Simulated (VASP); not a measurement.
# LiCl (Fm-3m) in VASP: a series of runs

The runs below take LiCl through single point, with r2SCAN.

Everything below comes from runs of VASP 6.6.1. Logs are shortened: lines on timing, memory, paths and dates and some standing lists are left out, and cuts for length are marked.

## Step 1: The cell of the first run

It takes space group Fm-3m (No. 225, cubic). The conventional cell has a = 4.873 Å, b = 4.873 Å, c = 4.873 Å, α = 90.00°, β = 90.00°, γ = 90.00°. Within 3.2 Å of Li (site symmetry m-3m) lie 6 Cl at 2.44 Å. Within 3.2 Å of Cl (site symmetry m-3m) lie 6 Li at 2.44 Å.

## Step 2: Single point, r2SCAN (strain -0.050 along x and y, -0.050 along z)

POSCAR reads:

```
LiCl
1.0
    0.0000000000      2.4365220000      2.4365220000
    2.4365220000      0.0000000000      2.4365220000
    2.4365220000      2.4365220000      0.0000000000
Li Cl
1 1
Direct
    0.0000000000      0.0000000000      0.0000000000
    0.5000000000      0.5000000000      0.5000000000
```

INCAR.step1 reads:

```
PREC     = Accurate       # precision mode
ENCUT    = 520            # plane-wave cutoff, eV
ISMEAR   = 0              # smearing method
SIGMA    = 0.05           # smearing width, eV
LREAL    = F              # projectors in reciprocal space
LASPH    = T              # aspherical terms in the spheres
NELM     = 80             # most SCF steps
NBANDS   = 12             # bands
GGA      = PE             # functional
ALGO     = Normal         # electronic algorithm
EDIFF    = 1E-4           # SCF threshold, eV
LWAVE    = T              # write WAVECAR
LCHARG   = F              # write CHGCAR
```

INCAR.step2 reads:

```
PREC     = Accurate       # precision mode
ENCUT    = 520            # plane-wave cutoff, eV
EDIFF    = 1E-6           # SCF threshold, eV
ISMEAR   = 0              # smearing method
SIGMA    = 0.05           # smearing width, eV
LREAL    = F              # projectors in reciprocal space
LASPH    = T              # aspherical terms in the spheres
NELM     = 80             # most SCF steps
ALGO     = Normal         # electronic algorithm
ISIF     = 2              # what is computed and relaxed
LWAVE    = F              # write WAVECAR
LCHARG   = T              # write CHGCAR
METAGGA  = R2SCAN         # meta-GGA
LMIXTAU  = T            
LELF     = T              # ELF
LVHAR    = T            
NBANDS   = 12             # bands
ISTART   = 1
```

KPOINTS reads:

```
Automatic mesh
0
Gamma
  8 8 8
```

Potentials or basis: VASP PAW PBE potentials, release 64 (Li_sv, Cl).

Launch:

```bash
$ cat potpaw_PBE.64/Li_sv/POTCAR potpaw_PBE.64/Cl/POTCAR > POTCAR
$ cp INCAR.step1 INCAR
$ mpirun -np 1 vasp_std > vasp.out
$ cp INCAR.step2 INCAR
$ mpirun -np 1 vasp_std > vasp.out
```

OUTCAR:

```text
PREC = Accurate
   ENCUT = 520
   EDIFF = 1E-6
   ISMEAR = 0
   LREAL = F
   LASPH = T
   NELM = 80
   ISIF = 2
   METAGGA = R2SCAN
   ISTART = 1

 ion  position               nearest neighbor table
   1  0.000  0.000  0.000-   2 2.44   2 2.44   2 2.44   2 2.44   2 2.44   2 2.44
   2  0.500  0.500  0.500-   1 2.44   1 2.44   1 2.44   1 2.44   1 2.44   1 2.44

  LATTYP: Found a face centered cubic cell.
 ALAT       =     4.8730440000

  Lattice vectors:

 A1 = (   0.0000000000,   2.4365220000,   2.4365220000)
 A2 = (   2.4365220000,   0.0000000000,   2.4365220000)
 A3 = (   2.4365220000,   2.4365220000,   0.0000000000)

Analysis of symmetry for initial positions (statically):
=====================================================================
 Subroutine PRICEL returns:
 Original cell was already a primitive cell.

 Routine SETGRP: Setting up the symmetry group for a
 face centered cubic supercell.

 Subroutine GETGRP returns: Found 48 space group operations
 (whereof 48 operations were pure point group operations)
 out of a pool of 48 trial point group operations.

The static configuration has the point symmetry O_h .

Analysis of symmetry for dynamics (positions and initial velocities):
=====================================================================
 Subroutine PRICEL returns:
 Original cell was already a primitive cell.

 Routine SETGRP: Setting up the symmetry group for a
 face centered cubic supercell.

 Subroutine GETGRP returns: Found 48 space group operations
 (whereof 48 operations were pure point group operations)
 out of a pool of 48 trial point group operations.

The dynamic configuration has the point symmetry O_h .

 Subroutine INISYM returns: Found 48 space group operations
 (whereof 48 operations are pure point group operations),
 and found     1 'primitive' translations

----------------------------------------------------------------------------------------

                                     Primitive cell

  volume of cell :      28.9295

  direct lattice vectors                    reciprocal lattice vectors
     0.000000000  2.436522000  2.436522000    -0.205210542  0.205210542  0.205210542
     2.436522000  0.000000000  2.436522000     0.205210542 -0.205210542  0.205210542
     2.436522000  2.436522000  0.000000000     0.205210542  0.205210542 -0.205210542

  length of vectors
     3.445762457  3.445762457  3.445762457     0.355435085  0.355435085  0.355435085

  position of ions in fractional coordinates (direct lattice)
     0.000000000  0.000000000  0.000000000
     0.500000000  0.500000000  0.500000000

  ion indices of the primitive-cell ions
   primitive index   ion index
                 1           1
                 2           2

----------------------------------------------------------------------------------------

 KPOINTS: Automatic mesh

Automatic generation of k-mesh.
 Grid dimensions read from file:
 generate k-points for:    8    8    8

 Generating k-lattice:

  Cartesian coordinates                     Fractional coordinates (reciprocal lattice)
    -0.025651318  0.025651318  0.025651318     0.125000000  0.000000000  0.000000000
     0.025651318 -0.025651318  0.025651318     0.000000000  0.125000000  0.000000000
     0.025651318  0.025651318 -0.025651318     0.000000000  0.000000000  0.125000000

  Length of vectors
     0.044429386  0.044429386  0.044429386

  Shift w.r.t. Gamma in fractional coordinates (k-lattice)
     0.000000000  0.000000000  0.000000000

 Subroutine IBZKPT returns following result:
 ===========================================

 Found     29 irreducible k-points:

 Following reciprocal coordinates:
            Coordinates               Weight
  0.000000  0.000000  0.000000      1.000000
  0.125000  0.000000  0.000000      8.000000
  0.250000  0.000000  0.000000      8.000000
  0.375000  0.000000  0.000000      8.000000
  0.500000  0.000000  0.000000      4.000000
  0.125000  0.125000  0.000000      6.000000
[... 16 lines left out ...]
  0.500000  0.250000  0.125000     48.000000
 -0.375000  0.250000  0.125000     24.000000
 [... further k-points ...]
   k-points           NKPTS =     29   k-points in BZ     NKDIM =     29   number of bands    NBANDS=     12
   number of dos      NEDOS =    301   number of ions     NIONS =      2
   total plane-waves  NPLWV =  21952
   dimension x,y,z NGX =    28 NGY =   28 NGZ =   28
   dimension x,y,z NGXF=    56 NGYF=   56 NGZF=   56
   ions per type =               1   1
   NGX,Y,Z   is equivalent  to a cutoff of  13.51, 13.51, 13.51 a.u.
   NGXF,Y,Z  is equivalent  to a cutoff of  27.02, 27.02, 27.02 a.u.
 SYSTEM =  unknown system
   PREC   = accura    normal or accurate (medium, high low for compatibility)
   ISTART =      1    job   : 0-new  1-cont  2-samecut
   ICHARG =      0    charge: 1-file 2-atom 10-const
   ISPIN  =      1    spin polarized calculation?
   LNONCOLLINEAR =      F non collinear calculations
   LSORBIT =      F    spin-orbit coupling
   LASPH  =      T    aspherical Exc in radial PAW
   ENCUT  =  520.0 eV  38.22 Ry    6.18 a.u.   6.41  6.41  6.41*2*pi/ulx,y,z
   NELM   =     80;   NELMIN=  2; NELMDL=  0     # of ELM steps
   EDIFF  = 0.1E-05   stopping-criterion for ELM
   LREAL  =      F    real-space projection
   EDIFFG = 0.1E-04   stopping-criterion for IOM
   NSW    =      0    number of steps for IOM
   IBRION =     -1    ionic relax: 0-MD 1-quasi-New 2-CG
   NFREE  =      0    steps in history (QN), initial steepest desc. (CG)
   ISIF   =      2    stress and relaxation
   ISYM   =      2    0-nonsym 1-usesym 2-fastsym
   POTIM  = 0.5000    time-step for ionic-motion
   TEBEG  =    0.0;   TEEND  =   0.0 temperature during run
   PSTRESS=    0.0 pullay stress
   NELECT =      10.0000    total number of electrons
   NUPDOWN=      -1.0000    fix difference up-down
   EMIN   =  10.00;   EMAX   =-10.00  energy-range for DOS
   EFERMI =   0.00;   METHOD = LEGACY
   ISMEAR =     0;   SIGMA  =   0.05  broadening in eV -4-tet -1-fermi 0-gaus
   EFERMI_NEDOS =   21; number of points for ismear=-14 and -15
   IALGO  =     38    algorithm
   IMIX   =      4    mixing-type and parameters
     AMIX     =   0.40;   BMIX     =  1.00
     AMIX_MAG =   1.60;   BMIX_MAG =  1.00
  volume/ion in A,a.u.               =      14.46        97.61
  Fermi-wavevector in a.u.,A,eV,Ry     =   1.148932  2.171168 17.960313  1.320046
  Thomas-Fermi vector in A             =   2.285605
   LORBIT       =      0    0 simple, 1 ext, 2 COOP (PROOUT), +10 PAW based schemes
   METAGGA = R2SCAN    functional components
   LHFCALC =     F    Hartree Fock is set to
   AEXX    =    0.0000 exact exchange contribution
   IVDW    =     0    specifies the selected vdW correction
   LEPSILON=     F    determine dielectric tensor
   LRPA    =     F    only Hartree local field effects (RPA)
 non-spin polarized calculation
 Gauss-broadening in eV      SIGMA  =   0.05
  energy-cutoff  :      520.00
  volume of cell :       28.93
 maximum number of plane-waves:       791
 NGX is ok and might be reduce to    28
   NGX = 13   NGY = 13   NGZ = 13

 number of electron      10.0000007 magnetization

 Free energy of the ion-electron system (eV)
  ---------------------------------------------------
  ext. energy  EPLUGINS =         0.00000000
  ---------------------------------------------------
  free energy    TOTEN  =       -12.51404780 eV

  energy without entropy =      -12.51404780  energy(sigma->0) =      -12.51404780

 E-fermi :   1.7183     XC(G=0):  -9.8905

 val. band max:        1.4773228790   @ k =   0.0000   0.0000   0.0000
 cond. band min:       9.1843004967   @ k =   0.5000   0.0000   0.0000
 fundamental gap:      7.7069776176
 Fermi energy:         1.7183084970

 k-point     1 :       0.0000    0.0000    0.0000
  band No.  band energies     occupation
      1     -43.1906      2.00000
      2     -13.1322      2.00000
      3       1.4773      2.00000
      4       1.4773      2.00000
      5       1.4773      2.00000
      6       9.9000      0.00000
      7      14.2193      0.00000
      8      14.2193      0.00000
      9      14.2193      0.00000
     10      17.2431      0.00000
     11      17.2431      0.00000
     12      18.3568      0.00000

 k-point     2 :       0.1250    0.0000    0.0000
  band No.  band energies     occupation
      1     -43.1899      2.00000
      2     -13.0273      2.00000
      3       0.8397      2.00000
      4       1.4194      2.00000
      5       1.4194      2.00000
      6      10.3132      0.00000
      7      13.5897      0.00000
      8      14.2800      0.00000
      9      14.2801      0.00000
     10      15.8234      0.00000
     11      15.8236      0.00000
     12      18.8048      0.00000

 k-point     3 :       0.2500    0.0000    0.0000
  band No.  band energies     occupation
      1     -43.1878      2.00000
      2     -12.7559      2.00000
      3      -0.4700      2.00000
      4       1.2890      2.00000
      5       1.2890      2.00000
      6      10.1664      0.00000
      7      13.1746      0.00000
      8      13.1750      0.00000
      9      14.2052      0.00000
     10      16.6192      0.00000
     11      16.6192      0.00000
     12      19.4943      0.00000

 k-point     4 :       0.3750    0.0000    0.0000
  band No.  band energies     occupation
      1     -43.1856      2.00000
      2     -12.4533      2.00000
      3      -1.6074      2.00000
      4       1.1694      2.00000
      5       1.1694      2.00000
      6       9.4700      0.00000
      7      12.1670      0.00000
      8      12.1674      0.00000
      9      16.2158      0.00000
     10      18.6420      0.00000
     11      18.6420      0.00000
     12      20.2628      0.00000

 k-point     5 :       0.5000    0.0000    0.0000
  band No.  band energies     occupation
      1     -43.1848      2.00000
      2     -12.3166      2.00000
      3      -2.0510      2.00000
      4       1.1227      2.00000
      5       1.1227      2.00000
      6       9.1843      0.00000
      7      11.8140      0.00000
      8      11.8145      0.00000
      9      17.5013      0.00000
     10      20.1845      0.00000
     11      20.1846      0.00000
     12      20.8509      0.00000
[... 228 lines left out ...]
      1     -43.1831      2.00000
      2     -11.9330      2.00000
      3      -2.2496      2.00000
      4       0.0240      2.00000
      5       0.0240      2.00000
      6      10.1163      0.00000
      7      10.6461      0.00000
      8      16.5714      0.00000
      9      18.2375      0.00000
     10      18.2381      0.00000
     11      19.9690      0.00000
     12      21.7896      0.00000

 k-point    22 :       0.3750    0.2500    0.1250
  band No.  band energies     occupation
      1     -43.1862      2.00000
      2     -12.5270      2.00000
      3      -0.7238      2.00000
      4       0.3229      2.00000
      5       1.0229      2.00000
      6      11.6850      0.00000
      7      12.0756      0.00000
      8      12.2390      0.00000
      9      14.8878      0.00000
     10      15.9594      0.00000
     11      19.5712      0.00000
     12      20.9507      0.00000

 k-point    23 :       0.5000    0.2500    0.1250
  band No.  band energies     occupation
      1     -43.1846      2.00000
      2     -12.2600      2.00000
      3      -1.4298      2.00000
      4      -0.1194      2.00000
      5       0.8170      2.00000
      6      11.1053      0.00000
      7      11.9101      0.00000
      8      13.0364      0.00000
      9      14.7160      0.00000
     10      17.7123      0.00000
     11      21.0303      0.00000
     12      21.7365      0.00000

 k-point    24 :      -0.3750    0.2500    0.1250
  band No.  band energies     occupation
      1     -43.1839      2.00000
      2     -12.1408      2.00000
      3      -1.7492      2.00000
      4      -0.2365      2.00000
      5       0.7026      2.00000
      6      10.8279      0.00000
      7      11.8736      0.00000
      8      13.2650      0.00000
      9      15.2661      0.00000
     10      18.7301      0.00000
     11      20.1004      0.00000
     12      21.7754      0.00000

 [... further k-points ...]
[... 5 lines left out ...]
  --------------------------------------------------------------------------------------
  -------------------------------------------------------------------------------------
  Total        1.1545773      1.1545773      1.1545773     -0.0000000     -0.0000000      0.0000000
  in kB       63.9429368     63.9429368     63.9429368     -0.0000000     -0.0000000      0.0000000
  external PRESSURE =      63.9429368 kB  Pullay stress =       0.0000000 kB

 VOLUME and BASIS-vectors are now :
 -----------------------------------------------------------------------------
  energy-cutoff  :      520.00
  volume of cell :       28.93
      direct lattice vectors                 reciprocal lattice vectors
     0.000000000  2.436522000  2.436522000    -0.205210542  0.205210542  0.205210542
     2.436522000  0.000000000  2.436522000     0.205210542 -0.205210542  0.205210542
     2.436522000  2.436522000  0.000000000     0.205210542  0.205210542 -0.205210542

 POSITION                                       TOTAL-FORCE (eV/Angst)
 -----------------------------------------------------------------------------------
      0.00000      0.00000      0.00000         0.000000     -0.000000      0.000000
      2.43652      2.43652      2.43652        -0.000000      0.000000     -0.000000
 -----------------------------------------------------------------------------------
    total drift:                                0.000000      0.000000      0.000000

  FREE ENERGIE OF THE ION-ELECTRON SYSTEM (eV)
  ---------------------------------------------------
  free  energy   TOTEN  =       -12.5140477955 eV

  energy  without entropy=      -12.5140477955  energy(sigma->0) =      -12.51404780
```

It took 1.7 min on 1 thread of Intel Xeon 8259CL, shared host; peak memory 0.16 GiB.

What came out:

- Free energy: -12.5140 eV
- Band gap on the k mesh: 7.71 eV (least direct gap 8.06 eV)

Levels at points of the mesh, in eV from the valence-band top:
| k point | band 1 | band 2 | band 3 | band 4 | band 5 | band 6 | band 7 | band 8 | band 9 | band 10 |
| --- | --- | --- | --- | --- | --- | --- | --- | --- | --- | --- |
| (0.00, 0.00, 0.00) | -44.67 | -14.61 | 0.00 | 0.00 | 0.00 | 8.42 | 12.74 | 12.74 | 12.74 | 15.77 |
| (0.50, 0.00, 0.00) | -44.66 | -13.79 | -3.53 | -0.35 | -0.35 | 7.71 | 10.34 | 10.34 | 16.02 | 18.71 |
| (0.50, 0.50, 0.00) | -44.66 | -13.41 | -3.73 | -1.45 | -1.45 | 8.64 | 9.17 | 15.09 | 16.76 | 16.76 |

Caveat: the cell differs from its parent crystal (strain -0.050 along x and y, -0.050 along z); the cutoff is under 1.25 times the usual one of these potentials, so pressure, stress and relaxed cells hold a basis-set (Pulay) error; the PAW data sets were made with another functional, which shifts forces and pressure a little. A k mesh can miss the band edges.

## Step 3: Single point, r2SCAN (strain -0.025 along x and y, -0.025 along z)

POSCAR reads:

```
LiCl
1.0
    0.0000000000      2.5006410000      2.5006410000
    2.5006410000      0.0000000000      2.5006410000
    2.5006410000      2.5006410000      0.0000000000
Li Cl
1 1
Direct
    0.0000000000      0.0000000000      0.0000000000
    0.5000000000      0.5000000000      0.5000000000
```

INCAR.step1 reads:

```
SYSTEM = LiCl
PREC = Accurate
ENCUT = 520
ISMEAR = 0
SIGMA = 0.05
LREAL = .False.
LASPH = .True.
NELM = 60
NBANDS = 12
GGA = PE
ALGO = Normal
EDIFF = 1E-4
LWAVE = .True.
LCHARG = .False.
```

INCAR.step2 reads:

```
SYSTEM = LiCl
PREC = Accurate
ENCUT = 520
EDIFF = 1E-7
ISMEAR = 0
SIGMA = 0.05
LREAL = .False.
LASPH = .True.
NELM = 60
ALGO = Normal
ISIF = 2
LWAVE = .False.
LCHARG = .False.
METAGGA = R2SCAN
LMIXTAU = .True.
NBANDS = 12
ISTART = 1
```

KPOINTS reads:

```
regular mesh
0
Gamma
  8 8 8
  0 0 0
```

Potentials or basis: VASP PAW PBE potentials, release 64 (Li_sv, Cl).

Launch:

```bash
$ cat potpaw_PBE.64/Li_sv/POTCAR potpaw_PBE.64/Cl/POTCAR > POTCAR
$ cp INCAR.step1 INCAR
$ mpirun -np 1 vasp_std > vasp.out
$ cp INCAR.step2 INCAR
$ mpirun -np 1 vasp_std > vasp.out
```

Run time: 2.2 min. Hardware: 1 thread of Intel Xeon 8259CL, shared host; peak memory 0.15 GiB.

It converged, with:

```yaml
Free_energy: -12.5767 eV
Band_gap_on_the_k_mesh: 7.62 eV (least direct gap 7.82 eV)
```

Levels at points of the mesh, in eV from the valence-band top:
```csv
k point,band 2,band 3,band 4,band 5,band 6,band 7,band 8,band 9
"(0.00, 0.00, 0.00)",-14.27,0.00,0.00,0.00,7.82,12.71,12.71,12.71
"(0.50, 0.00, 0.00)",-13.58,-3.16,-0.31,-0.31,7.62,10.34,10.34,15.08
"(0.50, 0.50, 0.00)",-13.27,-3.30,-1.28,-1.28,8.80,8.97,14.30,16.07
```

Caveat: the cell differs from its parent crystal (strain -0.025 along x and y, -0.025 along z); the cutoff is under 1.25 times the usual one of these potentials, so pressure, stress and relaxed cells hold a basis-set (Pulay) error; the PAW data sets were made with another functional, which shifts forces and pressure a little. A k mesh can miss the band edges.

## Step 4: Single point, r2SCAN (strain +0.025 along x and y, +0.025 along z)

POSCAR reads:

```
LiCl
1.0
    0.0000000000      2.6288790000      2.6288790000
    2.6288790000      0.0000000000      2.6288790000
    2.6288790000      2.6288790000      0.0000000000
Li Cl
1 1
Direct
    0.0000000000      0.0000000000      0.0000000000
    0.5000000000      0.5000000000      0.5000000000
```

INCAR.step1 reads:

```
SYSTEM = LiCl
ALGO = Normal
EDIFF = 1E-4
ENCUT = 520
GGA = PE
ISMEAR = 0
LASPH = .TRUE.
LCHARG = .FALSE.
LREAL = .FALSE.
LWAVE = .TRUE.
NBANDS = 12
NELM = 100
PREC = Accurate
SIGMA = 0.05
```

INCAR.step2 reads:

```
SYSTEM = LiCl
ALGO = Normal
EDIFF = 1E-6
ENCUT = 520
ISIF = 2
ISMEAR = 0
ISTART = 1
LASPH = .TRUE.
LCHARG = .TRUE.
LELF = .TRUE.
LMIXTAU = .TRUE.
LREAL = .FALSE.
LVHAR = .TRUE.
LWAVE = .FALSE.
METAGGA = R2SCAN
NBANDS = 12
NELM = 100
PREC = Accurate
SIGMA = 0.05
```

KPOINTS reads:

```
k-points
0
G
  8 8 8
  0 0 0
```

Launch:

```bash
$ cat potpaw_PBE.64/Li_sv/POTCAR potpaw_PBE.64/Cl/POTCAR > POTCAR
$ cp INCAR.step1 INCAR
$ mpirun -np 1 vasp_std > vasp.out
$ cp INCAR.step2 INCAR
$ mpirun -np 1 vasp_std > vasp.out
```

Wall time 1.8 min (1 thread of Intel Xeon 8259CL, shared host); peak memory 0.16 GiB.

The run converged. Its results:

* Free energy: -12.5553 eV
* Band gap on the k mesh: 6.88 eV

Levels at points of the mesh, in eV from the valence-band top:
```csv
k point,band 3,band 4,band 5,band 6,band 7,band 8
"(0.00, 0.00, 0.00)",0.00,0.00,0.00,6.88,12.59,12.59
"(0.50, 0.00, 0.00)",-2.55,-0.24,-0.24,7.44,10.27,10.27
"(0.50, 0.50, 0.00)",-2.61,-0.99,-0.99,8.63,9.02,12.92
```

Caveat: the cell differs from its parent crystal (strain +0.025 along x and y, +0.025 along z); the cutoff is under 1.25 times the usual one of these potentials, so pressure, stress and relaxed cells hold a basis-set (Pulay) error; the PAW data sets were made with another functional, which shifts forces and pressure a little. A k mesh can miss the band edges.

[end of part 1 of 2]
